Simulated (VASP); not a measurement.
Here is a VASP 6.6.1 calculation.

File INCAR:

```
PREC = Accurate
ENCUT = 520
EDIFF = 1E-6
ISMEAR = -1
SIGMA = 0.05
LREAL = F
LASPH = T
NELM = 80
ALGO = Normal
ISIF = 2
LWAVE = F
LCHARG = F
GGA = RP
IVDW = 13
NBANDS = 8
```

The input KPOINTS:

```
Automatic mesh
0
Gamma
  13 13 13
```

POSCAR

```
Si
1.0
   -1.6237576061      1.6237576061      1.2647416866
    1.6237576061     -1.6237576061      1.2647416866
    1.6237576061      1.6237576061     -1.2647416866
Si
1
Direct
    0.0000000000      0.0000000000      0.0000000000
```

Potentials or basis: VASP PAW PBE potentials, release 64 (Si).

The run is started by

```sh
$ cat potpaw_PBE.64/Si/POTCAR > POTCAR
$ mpirun -np 1 vasp_std > vasp.out
```

(1) Predict the pressure.

(2) What does it give for the band gap on the k mesh?

Results:

(1) -0.6 GPa.

(2) zero (bands 2 and 3 overlap by 13.31 eV).

Caveat: the PAW data sets were made with another functional, which shifts forces and pressure a little.
